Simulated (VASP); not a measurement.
# Na4Be3Sb (R3) in VASP: single point with PBE

Aim: the single point of Na4Be3Sb with PBE.

Program: VASP 6.6.1. These are calculated values, not measurements. Logs are shortened: lines on timing, memory, paths and dates and some standing lists are left out, and cuts for length are marked.

**1. The cell of the first run**

It takes space group R3 (No. 146, trigonal). Conventional cell: a = 8.945 Å, b = 8.945 Å, c = 7.241 Å, α = 90.00°, β = 90.00°, γ = 120.00°. Na (site symmetry 3) has 1 Sb at 2.87 Å and 6 Na at 3.11 to 3.26 Å and 6 Be at 3.15 to 3.49 Å within 3.8 Å. Within 3.7 Å of Na (site symmetry 1) lie 6 Be at 2.83 to 3.63 Å and 4 Na at 2.90 to 3.26 Å and 1 Sb at 3.02 Å. Be (site symmetry 1) has 1 Sb at 2.55 Å and 2 Be at 2.56 Å and 5 Na at 2.83 to 3.34 Å within 3.4 Å. Within 3.4 Å of Sb (site symmetry 3) lie 3 Be at 2.55 Å and 4 Na at 2.87 to 3.02 Å.

**2. Single point, PBE**

The input, INCAR:

```
SYSTEM = Na4Be3Sb
ALGO = Fast
EDIFF = 1E-6
ENCUT = 520
GGA = PE
ISIF = 2
ISMEAR = 0
LASPH = .True.
LCHARG = .False.
LREAL = .False.
LWAVE = .False.
NBANDS = 30
NELM = 60
PREC = Accurate
SIGMA = 0.1
```

The input, KPOINTS:

```
k-points
0
Gamma
  6 6 6
  0 0 0
```

The input, POSCAR:

```
Na4Be3Sb
1.0
    4.4723092284      2.5820889369      2.4138111105
   -4.4723092284      2.5820889369      2.4138111105
    0.0000000000     -5.1641778738      2.4138111105
Na Be Sb
4 3 1
Direct
    0.6911468565      0.6911468565      0.6911468565
    0.1223891346      0.4249496307      0.5963004053
    0.5963004053      0.1223891346      0.4249496307
    0.4249496307      0.5963004053      0.1223891346
    1.0096097899      0.7541075226      0.3143301247
    0.3143301247      1.0096097899      0.7541075226
    0.7541075226      0.3143301247      1.0096097899
    0.0871655857      0.0871655857      0.0871655857
```

Potentials or basis: VASP PAW PBE potentials, release 64 (Na_pv, Be, Sb).

The run is started by

```bash
> cat potpaw_PBE.64/Na_pv/POTCAR potpaw_PBE.64/Be/POTCAR potpaw_PBE.64/Sb/POTCAR > POTCAR
> mpirun -np 1 vasp_std > vasp.out
```

OUTCAR:

```text
SYSTEM = Na4Be3Sb
   EDIFF = 1E-6
   ENCUT = 520
   GGA = PE
   ISIF = 2
   ISMEAR = 0
   LASPH = .True.
   LREAL = .False.
   NELM = 60
   PREC = Accurate

 ion  position               nearest neighbor table
   1  0.691  0.691  0.691-   8 2.87
   2  0.122  0.425  0.596-   8 3.02
   3  0.596  0.122  0.425-   8 3.02
   4  0.425  0.596  0.122-   8 3.02
   5  0.010  0.754  0.314-   8 2.55
   6  0.314  0.010  0.754-   8 2.55
   7  0.754  0.314  0.010-   8 2.55
   8  0.087  0.087  0.087-   5 2.55   6 2.55   7 2.55   1 2.87   4 3.02   2 3.02   3 3.02

  LATTYP: Found a trigonal (rhomboedric) cell.
 ALAT       =     5.7004576298
 COS(alpha) =    -0.2310457701

  Lattice vectors:

 A1 = (   4.4723092284,   2.5820889369,   2.4138111105)
 A2 = (  -4.4723092284,   2.5820889369,   2.4138111105)
 A3 = (   0.0000000000,  -5.1641778738,   2.4138111105)

Analysis of symmetry for initial positions (statically):
=====================================================================
 Subroutine PRICEL returns:
 Original cell was already a primitive cell.

 Routine SETGRP: Setting up the symmetry group for a
 trigonal (rhombohedral) supercell.

 Subroutine GETGRP returns: Found  3 space group operations
 (whereof  3 operations were pure point group operations)
 out of a pool of 12 trial point group operations.

The static configuration has the point symmetry C_3 .

Analysis of symmetry for dynamics (positions and initial velocities):
=====================================================================
 Subroutine PRICEL returns:
 Original cell was already a primitive cell.

 Routine SETGRP: Setting up the symmetry group for a
 trigonal (rhombohedral) supercell.

 Subroutine GETGRP returns: Found  3 space group operations
 (whereof  3 operations were pure point group operations)
 out of a pool of 12 trial point group operations.

The dynamic configuration has the point symmetry C_3 .

 Subroutine INISYM returns: Found  3 space group operations
 (whereof  3 operations are pure point group operations),
 and found     1 'primitive' translations

----------------------------------------------------------------------------------------

                                     Primitive cell

  volume of cell :     167.2467

  direct lattice vectors                    reciprocal lattice vectors
     4.472309228  2.582088937  2.413811111     0.111799067  0.064547222  0.138094208
    -4.472309228  2.582088937  2.413811111    -0.111799067  0.064547222  0.138094208
     0.000000000 -5.164177874  2.413811111     0.000000000 -0.129094443  0.138094208

  length of vectors
     5.700457630  5.700457630  5.700457630     0.189038053  0.189038053  0.189038053

  position of ions in fractional coordinates (direct lattice)
     0.691146856  0.691146856  0.691146856
     0.122389135  0.424949631  0.596300405
     0.596300405  0.122389135  0.424949631
     0.424949631  0.596300405  0.122389135
     0.009609790  0.754107523  0.314330125
     0.314330125  0.009609790  0.754107523
     0.754107523  0.314330125  0.009609790
     0.087165586  0.087165586  0.087165586

  ion indices of the primitive-cell ions
   primitive index   ion index
                 1           1
                 2           2
                 3           3
                 4           4
                 5           5
                 6           6
                 7           7
                 8           8

----------------------------------------------------------------------------------------

 KPOINTS: k-points

Automatic generation of k-mesh.
 Grid dimensions read from file:
 generate k-points for:    6    6    6

 Generating k-lattice:

  Cartesian coordinates                     Fractional coordinates (reciprocal lattice)
     0.018633178  0.010757870  0.023015701     0.166666667  0.000000000 -0.000000000
    -0.018633178  0.010757870  0.023015701     0.000000000  0.166666667 -0.000000000
     0.000000000 -0.021515741  0.023015701    -0.000000000 -0.000000000  0.166666667

  Length of vectors
     0.031506342  0.031506342  0.031506342

  Shift w.r.t. Gamma in fractional coordinates (k-lattice)
     0.000000000  0.000000000  0.000000000

 Subroutine IBZKPT returns following result:
 ===========================================

 Found     40 irreducible k-points:

 Following reciprocal coordinates:
            Coordinates               Weight
  0.000000  0.000000  0.000000      1.000000
  0.166667 -0.000000  0.000000      6.000000
  0.333333 -0.000000  0.000000      6.000000
  0.500000 -0.000000  0.000000      3.000000
  0.166667  0.166667  0.000000      6.000000
  0.333333  0.166667  0.000000      6.000000
[... 16 lines left out ...]
  0.333333  0.333333  0.166667      6.000000
  0.500000  0.333333  0.166667      6.000000
 [... further k-points ...]
   k-points           NKPTS =     40   k-points in BZ     NKDIM =     40   number of bands    NBANDS=     30
   number of dos      NEDOS =    301   number of ions     NIONS =      8
   total plane-waves  NPLWV =  74088
   dimension x,y,z NGX =    42 NGY =   42 NGZ =   42
   dimension x,y,z NGXF=    84 NGYF=   84 NGZF=   84
   ions per type =               4   3   1
   NGX,Y,Z   is equivalent  to a cutoff of  12.25, 12.25, 12.25 a.u.
   NGXF,Y,Z  is equivalent  to a cutoff of  24.50, 24.50, 24.50 a.u.
 SYSTEM =  Na4Be3Sb
   PREC   = accura    normal or accurate (medium, high low for compatibility)
   ISTART =      0    job   : 0-new  1-cont  2-samecut
   ICHARG =      2    charge: 1-file 2-atom 10-const
   ISPIN  =      1    spin polarized calculation?
   LNONCOLLINEAR =      F non collinear calculations
   LSORBIT =      F    spin-orbit coupling
   LASPH  =      T    aspherical Exc in radial PAW
   ENCUT  =  520.0 eV  38.22 Ry    6.18 a.u.  10.60 10.60 10.60*2*pi/ulx,y,z
   NELM   =     60;   NELMIN=  2; NELMDL= -5     # of ELM steps
   EDIFF  = 0.1E-05   stopping-criterion for ELM
   LREAL  =      F    real-space projection
   EDIFFG = 0.1E-04   stopping-criterion for IOM
   NSW    =      0    number of steps for IOM
   IBRION =     -1    ionic relax: 0-MD 1-quasi-New 2-CG
   NFREE  =      0    steps in history (QN), initial steepest desc. (CG)
   ISIF   =      2    stress and relaxation
   ISYM   =      2    0-nonsym 1-usesym 2-fastsym
   POTIM  = 0.5000    time-step for ionic-motion
   TEBEG  =    0.0;   TEEND  =   0.0 temperature during run
   PSTRESS=    0.0 pullay stress
   NELECT =      39.0000    total number of electrons
   NUPDOWN=      -1.0000    fix difference up-down
   EMIN   =  10.00;   EMAX   =-10.00  energy-range for DOS
   EFERMI =   0.00;   METHOD = LEGACY
   ISMEAR =     0;   SIGMA  =   0.10  broadening in eV -4-tet -1-fermi 0-gaus
   EFERMI_NEDOS =   21; number of points for ismear=-14 and -15
   IALGO  =     68    algorithm
   IMIX   =      4    mixing-type and parameters
     AMIX     =   0.40;   BMIX     =  1.00
     AMIX_MAG =   1.60;   BMIX_MAG =  1.00
  volume/ion in A,a.u.               =      20.91       141.08
  Fermi-wavevector in a.u.,A,eV,Ry     =   1.007652  1.904186 13.814843  1.015362
  Thomas-Fermi vector in A             =   2.140470
   LORBIT       =      0    0 simple, 1 ext, 2 COOP (PROOUT), +10 PAW based schemes
   GGA     = PE    functional components
   LHFCALC =     F    Hartree Fock is set to
   AEXX    =    0.0000 exact exchange contribution
   IVDW    =     0    specifies the selected vdW correction
   LEPSILON=     F    determine dielectric tensor
   LRPA    =     F    only Hartree local field effects (RPA)
 non-spin polarized calculation
 RMM-DIIS sequential band-by-band and
 Gauss-broadening in eV      SIGMA  =   0.10
  energy-cutoff  :      520.00
  volume of cell :      167.25
 maximum number of plane-waves:      4533
   NGX = 21   NGY = 21   NGZ = 21

 number of electron      38.9999979 magnetization

 Free energy of the ion-electron system (eV)
  ---------------------------------------------------
  ext. energy  EPLUGINS =         0.00000000
  ---------------------------------------------------
  free energy    TOTEN  =       -17.04298147 eV

  energy without entropy =      -17.02438318  energy(sigma->0) =      -17.03368233

 E-fermi :   2.8305     XC(G=0):  -8.3455

 val. band max:        2.7747356726   @ k =   0.5000   0.3333   0.0000
 cond. band min:       2.8328338858   @ k =  -0.3333   0.5000   0.1667
 fundamental gap:      0.0580982132
 Fermi energy:         2.8304758091

 k-point     1 :       0.0000    0.0000    0.0000
  band No.  band energies     occupation
      1     -21.9043      2.00000
      2     -21.9043      2.00000
      3     -21.8382      2.00000
      4     -21.7875      2.00000
      5     -21.7875      2.00000
      6     -21.7738      2.00000
[... 22 lines left out ...]
     29       8.7525      0.00000
     30       8.7713      0.00000

 k-point     2 :       0.1667   -0.0000    0.0000
  band No.  band energies     occupation
      1     -21.9172      2.00000
      2     -21.8880      2.00000
      3     -21.8397      2.00000
      4     -21.7896      2.00000
      5     -21.7853      2.00000
      6     -21.7752      2.00000
[... 22 lines left out ...]
     29       8.0863      0.00000
     30       8.7837      0.00000

 k-point     3 :       0.3333   -0.0000    0.0000
  band No.  band energies     occupation
      1     -21.9254      2.00000
      2     -21.8711      2.00000
      3     -21.8448      2.00000
      4     -21.7919      2.00000
      5     -21.7832      2.00000
      6     -21.7775      2.00000
[... 682 lines left out ...]
     29       7.8547      0.00000
     30       8.2204      0.00000

 k-point    24 :       0.5000    0.3333    0.1667
  band No.  band energies     occupation
      1     -21.9059      2.00000
      2     -21.9017      2.00000
      3     -21.8243      2.00000
      4     -21.7986      2.00000
      5     -21.7910      2.00000
      6     -21.7716      2.00000
[... 22 lines left out ...]
     29       8.1606      0.00000
     30       8.3739      0.00000

 [... further k-points ...]

------------------------ aborting loop because EDIFF is reached ----------------------------------------

  FORCE on cell =-STRESS in cart. coord.  units (eV):
  Direction    XX          YY          ZZ          XY          YZ          ZX
  --------------------------------------------------------------------------------------
  -------------------------------------------------------------------------------------
  Total        0.0926740      0.0926740      0.0617468      0.0000000      0.0000000     -0.0000000
  in kB        0.8877914      0.8877914      0.5915172      0.0000001      0.0000000     -0.0000000
  external PRESSURE =       0.7890334 kB  Pullay stress =       0.0000000 kB

 VOLUME and BASIS-vectors are now :
 -----------------------------------------------------------------------------
  energy-cutoff  :      520.00
  volume of cell :      167.25
      direct lattice vectors                 reciprocal lattice vectors
     4.472309228  2.582088937  2.413811111     0.111799067  0.064547222  0.138094208
    -4.472309228  2.582088937  2.413811111    -0.111799067  0.064547222  0.138094208
     0.000000000 -5.164177874  2.413811111     0.000000000 -0.129094443  0.138094208

 POSITION                                       TOTAL-FORCE (eV/Angst)
 -----------------------------------------------------------------------------------
      0.00000      0.00000      5.00489         0.000000      0.000000     -0.002754
     -1.35314     -1.66612      2.76053         0.002172     -0.011467      0.000805
      2.11948     -0.33880      2.76053         0.008845      0.007615      0.000805
     -0.76633      2.00492      2.76053        -0.011017      0.003852      0.000805
     -3.32962      0.34873      2.60220         0.006922     -0.012983     -0.001672
      1.36280     -3.05790      2.60220         0.007782      0.012486     -0.001672
      1.96682      2.70917      2.60220        -0.014705      0.000497     -0.001672
      0.00000      0.00000      0.63120         0.000000      0.000000      0.005353
 -----------------------------------------------------------------------------------
    total drift:                               -0.000000     -0.000000      0.001884

  FREE ENERGIE OF THE ION-ELECTRON SYSTEM (eV)
  ---------------------------------------------------
  free  energy   TOTEN  =       -17.0429814740 eV

  energy  without entropy=      -17.0243831816  energy(sigma->0) =      -17.03368233
```

Wall time 86 s (1 thread of Intel Xeon 6975P-C (Granite Rapids), shared host); peak memory 0.36 GiB.

What came out:

| Item | Value |
| --- | --- |
| Free energy | -17.0430 eV |
| Pressure | 0.1 GPa |
| Largest force | 0.015 eV/Å |

Forces in eV/Å, atoms in the order of the input:
```
Na   0.000  0.000 -0.003
Na   0.002 -0.011  0.001
Na   0.009  0.008  0.001
Na  -0.011  0.004  0.001
Be   0.007 -0.013 -0.002
Be   0.008  0.012 -0.002
Be  -0.015  0.000 -0.002
Sb   0.000  0.000  0.005
```

Caveat: spin-orbit coupling is left out, which moves the levels of the heavy elements.
